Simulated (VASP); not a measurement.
# NaCl (Fm-3m) in VASP: notebook

Aim: see how the results for NaCl move with the level of theory and the settings. Levels: PBEsol, PBEsol+D3(BJ), PBEsol+D4. Tasks: relaxation of cell and atoms.

All numbers are computed with VASP 6.6.1; they aren't measurements. Logs are shortened: lines on timing, memory, paths and dates and some standing lists are left out, and cuts for length are marked.

### 1 The cell of the first run

The structure is cubic, space group Fm-3m (No. 225). The conventional cell has a = 5.588 Å, b = 5.588 Å, c = 5.588 Å, α = 90.00°, β = 90.00°, γ = 90.00°. Cl (site symmetry m-3m) has 6 Na at 2.79 Å within 3.7 Å. Within 3.7 Å of Na (site symmetry m-3m) lie 6 Cl at 2.79 Å.

### 2 Relaxation of cell and atoms, PBEsol, target pressure 30 GPa, at which the enthalpy is minimised

The input, INCAR:

```
SYSTEM = NaCl
  PREC = Accurate
  ENCUT = 600
  EDIFF = 1E-7
  ISMEAR = -1
  SIGMA = 0.05
  LREAL = .False.
  LASPH = .True.
  NELM = 100
  ALGO = Normal
  ISIF = 3
  LWAVE = .False.
  LCHARG = .False.
  GGA = PS
  IBRION = 2
  NSW = 80
  EDIFFG = -0.02
  PSTRESS = 300.0
```

The input, KPOINTS:

```
Automatic mesh
0
Gamma
  8 8 8
  0 0 0
```

The input, POSCAR:

```
NaCl
1.0
    0.0000000000      2.7940632177      2.7940632177
    2.7940632177      0.0000000000      2.7940632177
    2.7940632177      2.7940632177      0.0000000000
Cl Na
1 1
Direct
    0.5000000000      0.5000000000      0.5000000000
    0.0000000000      0.0000000000      0.0000000000
```

Potentials or basis: VASP PAW PBE potentials, release 64 (Cl, Na_pv).

The run is started by

```bash
cat potpaw_PBE.64/Cl/POTCAR potpaw_PBE.64/Na_pv/POTCAR > POTCAR
mpirun -np 1 vasp_std > vasp.out
```

OUTCAR:

```text
SYSTEM = NaCl
   PREC = Accurate
   ENCUT = 600
   EDIFF = 1E-7
   ISMEAR = -1
   LREAL = .False.
   LASPH = .True.
   NELM = 100
   ISIF = 3
   GGA = PS
   IBRION = 2
   NSW = 80
   EDIFFG = -0.02
   PSTRESS = 300.0

 ion  position               nearest neighbor table
   1  0.500  0.500  0.500-
   2  0.000  0.000  0.000-

  LATTYP: Found a face centered cubic cell.
 ALAT       =     5.5881264354

  Lattice vectors:

 A1 = (   0.0000000000,   2.7940632177,   2.7940632177)
 A2 = (   2.7940632177,   0.0000000000,   2.7940632177)
 A3 = (   2.7940632177,   2.7940632177,   0.0000000000)

Analysis of symmetry for initial positions (statically):
=====================================================================
 Subroutine PRICEL returns:
 Original cell was already a primitive cell.

 Routine SETGRP: Setting up the symmetry group for a
 face centered cubic supercell.

 Subroutine GETGRP returns: Found 48 space group operations
 (whereof 48 operations were pure point group operations)
 out of a pool of 48 trial point group operations.

The static configuration has the point symmetry O_h .

Analysis of symmetry for dynamics (positions and initial velocities):
=====================================================================
 Subroutine PRICEL returns:
 Original cell was already a primitive cell.

 Routine SETGRP: Setting up the symmetry group for a
 face centered cubic supercell.

 Subroutine GETGRP returns: Found 48 space group operations
 (whereof 48 operations were pure point group operations)
 out of a pool of 48 trial point group operations.

The dynamic configuration has the point symmetry O_h .

 Subroutine INISYM returns: Found 48 space group operations
 (whereof 48 operations are pure point group operations),
 and found     1 'primitive' translations

----------------------------------------------------------------------------------------

                                     Primitive cell

  volume of cell :      43.6253

  direct lattice vectors                    reciprocal lattice vectors
     0.000000000  2.794063218  2.794063218    -0.178950854  0.178950854  0.178950854
     2.794063218  0.000000000  2.794063218     0.178950854 -0.178950854  0.178950854
     2.794063218  2.794063218  0.000000000     0.178950854  0.178950854 -0.178950854

  length of vectors
     3.951402097  3.951402097  3.951402097     0.309951972  0.309951972  0.309951972

  position of ions in fractional coordinates (direct lattice)
     0.500000000  0.500000000  0.500000000
     0.000000000  0.000000000  0.000000000

  ion indices of the primitive-cell ions
   primitive index   ion index
                 1           1
                 2           2
[... 60 lines left out ...]
   NGX,Y,Z   is equivalent  to a cutoff of  13.46, 13.46, 13.46 a.u.
   NGXF,Y,Z  is equivalent  to a cutoff of  26.93, 26.93, 26.93 a.u.
 SYSTEM =  NaCl
   PREC   = accura    normal or accurate (medium, high low for compatibility)
   ISTART =      0    job   : 0-new  1-cont  2-samecut
   ICHARG =      2    charge: 1-file 2-atom 10-const
   ISPIN  =      1    spin polarized calculation?
   LNONCOLLINEAR =      F non collinear calculations
   LSORBIT =      F    spin-orbit coupling
   LASPH  =      T    aspherical Exc in radial PAW
   ENCUT  =  600.0 eV  44.10 Ry    6.64 a.u.   7.89  7.89  7.89*2*pi/ulx,y,z
   NELM   =    100;   NELMIN=  2; NELMDL= -5     # of ELM steps
   EDIFF  = 0.1E-06   stopping-criterion for ELM
   LREAL  =      F    real-space projection
   EDIFFG = -.2E-01   stopping-criterion for IOM
   NSW    =     80    number of steps for IOM
   IBRION =      2    ionic relax: 0-MD 1-quasi-New 2-CG
   NFREE  =      1    steps in history (QN), initial steepest desc. (CG)
   ISIF   =      3    stress and relaxation
   ISYM   =      2    0-nonsym 1-usesym 2-fastsym
   POTIM  = 0.5000    time-step for ionic-motion
   TEBEG  =    0.0;   TEEND  =   0.0 temperature during run
   PSTRESS=  300.0 pullay stress
   NELECT =      14.0000    total number of electrons
   NUPDOWN=      -1.0000    fix difference up-down
   EMIN   =  10.00;   EMAX   =-10.00  energy-range for DOS
   EFERMI =   0.00;   METHOD = LEGACY
   ISMEAR =    -1;   SIGMA  =   0.05  broadening in eV -4-tet -1-fermi 0-gaus
   EFERMI_NEDOS =   21; number of points for ismear=-14 and -15
   IALGO  =     38    algorithm
   IMIX   =      4    mixing-type and parameters
     AMIX     =   0.40;   BMIX     =  1.00
     AMIX_MAG =   1.60;   BMIX_MAG =  1.00
  volume/ion in A,a.u.               =      21.81       147.20
  Fermi-wavevector in a.u.,A,eV,Ry     =   1.120825  2.118053 17.092312  1.256249
  Thomas-Fermi vector in A             =   2.257475
   LORBIT       =      0    0 simple, 1 ext, 2 COOP (PROOUT), +10 PAW based schemes
   GGA     = PS    functional components
   LHFCALC =     F    Hartree Fock is set to
   AEXX    =    0.0000 exact exchange contribution
   IVDW    =     0    specifies the selected vdW correction
   LEPSILON=     F    determine dielectric tensor
   LRPA    =     F    only Hartree local field effects (RPA)
 conjugate gradient relaxation of ions
 non-spin polarized calculation
  energy-cutoff  :      600.00
  volume of cell :       43.63
 maximum number of plane-waves:      1475
   NGX = 15   NGY = 15   NGZ = 15

--------------------------------------- Ionic step        1  -------------------------------------------

 number of electron      14.0000010 magnetization

 Free energy of the ion-electron system (eV)
  ---------------------------------------------------
  ext. energy  EPLUGINS =         0.00000000
  ---------------------------------------------------
  free energy    TOTEN  =        -6.99830077 eV

  energy without entropy =       -6.99830077  energy(sigma->0) =       -6.99830077

 E-fermi :   0.3964     XC(G=0):  -8.4560

 val. band max:       -0.6226700724   @ k =   0.0000   0.0000   0.0000
 cond. band min:       4.4125716761   @ k =   0.0000   0.0000   0.0000
 fundamental gap:      5.0352417485
 Fermi energy:         0.3963953668

 k-point     1 :       0.0000    0.0000    0.0000
  band No.  band energies     occupation
      1     -21.2230      2.00000
      2     -21.2230      2.00000
      3     -21.2230      2.00000
      4     -13.3317      2.00000
      5      -0.6227      2.00000
      6      -0.6227      2.00000
      7      -0.6227      2.00000
      8       4.4126      0.00000
      9      10.4011      0.00000
     10      10.4011      0.00000
     11      10.4011      0.00000
[... 549 lines left out ...]
--------------------------------------- Ionic step        7  -------------------------------------------

 number of electron      14.0000003 magnetization

 Free energy of the ion-electron system (eV)
  ---------------------------------------------------
  ext. energy  EPLUGINS =         0.00000000
  ---------------------------------------------------
  free energy    TOTEN  =        -6.04804208 eV

  energy without entropy =       -6.04804208  energy(sigma->0) =       -6.04804208

 E-fermi :   3.8128     XC(G=0): -10.4359

 val. band max:        2.7246957630   @ k =   0.0000   0.0000   0.0000
 cond. band min:       9.6540713824   @ k =   0.5000   0.5000   0.0000
 fundamental gap:      6.9293756194
 Fermi energy:         3.8128020540

 k-point     1 :       0.0000    0.0000    0.0000
  band No.  band energies     occupation
      1     -17.6205      2.00000
      2     -17.6205      2.00000
      3     -17.6205      2.00000
      4     -11.4956      2.00000
      5       2.7247      2.00000
      6       2.7247      2.00000
      7       2.7247      2.00000
      8       9.9671      0.00000
      9      13.7572      0.00000
     10      13.7572      0.00000
     11      13.7572      0.00000
[... 355 lines left out ...]
  energy  without entropy=       -6.0480420819  energy(sigma->0) =       -6.04804208

  enthalpy is  TOTEN    =        -0.6531669681 eV   P V=        5.3948751139

 reached required accuracy - stopping structural energy minimisation
```

CONTCAR:

```text
NaCl
   1.00000000000000
    -0.0000000000000000    2.4332136411418226    2.4332136411418226
     2.4332136411418226    0.0000000000000000    2.4332136411418226
     2.4332136411418226    2.4332136411418226    0.0000000000000000
  Cl              Na
     1     1
Direct
     0.5000000000000000    0.5000000000000000    0.5000000000000000
     0.0000000000000000    0.0000000000000000    0.0000000000000000

  0.00000000E+00  0.00000000E+00  0.00000000E+00
  0.00000000E+00  0.00000000E+00  0.00000000E+00
```

Run time: 85 s. Hardware: 1 thread of Intel Xeon 8259CL, shared host; peak memory 0.19 GiB.

What came out:

```
Free energy                                                : -6.0480 eV
Relaxed volume                                             : 14.41 Å³/atom
Relaxed cell                                               : a = 3.441 Å, b = 3.441 Å, c = 3.441 Å, α = 60.00°, β = 60.00°, γ = 60.00°
Space group after relaxing (to 0.1 Å)                      : Fm-3m (No. 225)
Energy change on relaxing (the run minimises the enthalpy) : +475.1 meV/atom
Ionic steps                                                : 7
Pressure after relaxing                                    : 30.0 GPa
Band gap on the k mesh                                     : 6.93 eV (least direct gap 7.24 eV)
```

The path:
```tsv
step	energy change (eV)	largest force (eV/Å)	pressure (GPa)	volume (Å³)
1	0.0000	0.0000	0.24	43.63
2	2.9098	0.0000	81.86	22.72
3	0.8887	0.0000	28.40	29.15
4	0.9367	0.0000	29.71	28.88
5	0.9849	0.0000	30.98	28.63
6	0.9211	0.0000	29.25	28.97
7	0.9503	0.0000	30.05	28.81
```

Final structure:
```cif
data_structure
_symmetry_space_group_name_H-M 'P 1'
_symmetry_Int_Tables_number 1
_cell_length_a 3.4411
_cell_length_b 3.4411
_cell_length_c 3.4411
_cell_angle_alpha 60.000
_cell_angle_beta 60.000
_cell_angle_gamma 60.000
_cell_volume 28.81
loop_
_atom_site_label
_atom_site_type_symbol
_atom_site_fract_x
_atom_site_fract_y
_atom_site_fract_z
_atom_site_occupancy
Cl1 Cl 0.50000 0.50000 0.50000 1
Na1 Na 0.00000 0.00000 0.00000 1
```

Caveat: the cell is relaxed towards a set pressure, so the run minimises the enthalpy, not the energy; the volume moved by over 15 % at a fixed basis, so the end points are rough; the PAW data sets were made with another functional, which shifts forces and pressure a little. A k mesh can miss the band edges.

(Continued in part 2 of 2.)
